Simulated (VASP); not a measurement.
Here is a VASP 6.6.1 calculation.

Contents of INCAR:

```
SYSTEM = Sr3Ta2O
ALGO = Fast
EDIFF = 1E-6
ENCUT = 520
GGA = PE
ISIF = 2
ISMEAR = 0
ISPIN = 2
LASPH = .True.
LCHARG = .False.
LMAXMIX = 4
LORBIT = 11
LREAL = .False.
LWAVE = .False.
MAGMOM = 0 0 0 1 1 0
NBANDS = 42
NELM = 150
PREC = Accurate
SIGMA = 0.1
```

KPOINTS

```
k-points
0
Gamma
  6 6 2
  0 0 0
```

File POSCAR:

```
Sr3Ta2O
1.0
    5.6360617481     -0.0000000038      0.0000000000
   -2.8180308708      4.8809726531      0.0000000000
    0.0000000000      0.0000000000      5.9709135577
Sr Ta O
3 2 1
Direct
    0.0000000000      0.0000000000      0.5000000000
    0.3333333333      0.6666666667      0.0000000000
    0.3333333333      0.6666666667      0.5000000000
    0.6666666667      0.3333333333      0.3026363733
    0.6666666667      0.3333333333      0.6973636267
    0.0000000000      0.0000000000      0.0000000000
```

Potentials or basis: VASP PAW PBE potentials, release 64 (Sr_sv, Ta_pv, O).

Run with:

```bash
$ cat potpaw_PBE.64/Sr_sv/POTCAR potpaw_PBE.64/Ta_pv/POTCAR potpaw_PBE.64/O/POTCAR > POTCAR
$ mpirun -np 1 vasp_std > vasp.out
```

What does it give for the largest force?

0.100 eV/Å.

What does it give for the pressure?

0.2 GPa.

Predict the net moment.

0.71 μB per cell.

Forces in eV/Å, atoms in the order of the input:
```
Sr   0.000  0.000  0.000
Sr   0.000  0.000  0.000
Sr   0.000  0.000  0.000
Ta   0.000  0.000 -0.100
Ta   0.000  0.000  0.100
O    0.000  0.000  0.000
```

Caveat: the k points lie up to 0.53 Å⁻¹ apart; a moment this small can come from the mesh or the smearing.
